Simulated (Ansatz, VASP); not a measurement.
# One calculation of ZnS, two programs

```
Zn S
1.0
    -3.80672    0.00000    0.00000
     0.00000    0.00000   -6.24574
     0.00000   -6.59344    0.00000
Zn S
4 4
Direct
  0.50000 0.99649 0.16610
  0.00000 0.99356 0.66724
  0.00000 0.49273 0.33276
  0.50000 0.49566 0.83390
  0.50000 0.61333 0.16050
  0.00000 0.62039 0.67284
  0.00000 0.12745 0.32716
  0.50000 0.12039 0.83950
```

Change from the starting cell: mode 23 (339.3 1/cm) frozen in, largest displacement -0.060 Å.

Alike in both runs: task single point; functional r2SCAN; k mesh 6 × 4 × 4; occupations gaussian, width 0.05 eV; no spin polarisation.

```csv
,VASP,Ansatz
version,VASP 6.6.1,Ansatz 0.2.0
potentials or method,"VASP PAW PBE potentials, release 64 (Zn, S), cutoff 520 eV","scalar-relativistic, plane waves, PAW"
valence electrons in the cell,72,72
```

VASP gave:

| Item | Value |
| --- | --- |
| gap on the k mesh at the Fermi level (eV) | 2.77 |
| least direct gap on the mesh (eV) | 2.77 |
| pressure (GPa) | 0.2 |
| traceless stress, the component that is largest in VASP (GPa) | -0.05 |
| rms of the force components (eV/Å) | 0.310 |

Estimate Ansatz's values.

gap on the k mesh at the Fermi level (eV): 2.76; least direct gap on the mesh (eV): 2.76; pressure (GPa): 0.1; traceless stress, the component that is largest in VASP (GPa): -0.11; rms of the force components (eV/Å): 0.310.

VASP's potentials were made for PBE, not for r2SCAN. Atom by atom the forces differ by 0.009 eV/Å (rms over components). With one functional, cell and mesh, what is left measures potentials, basis and numerics.
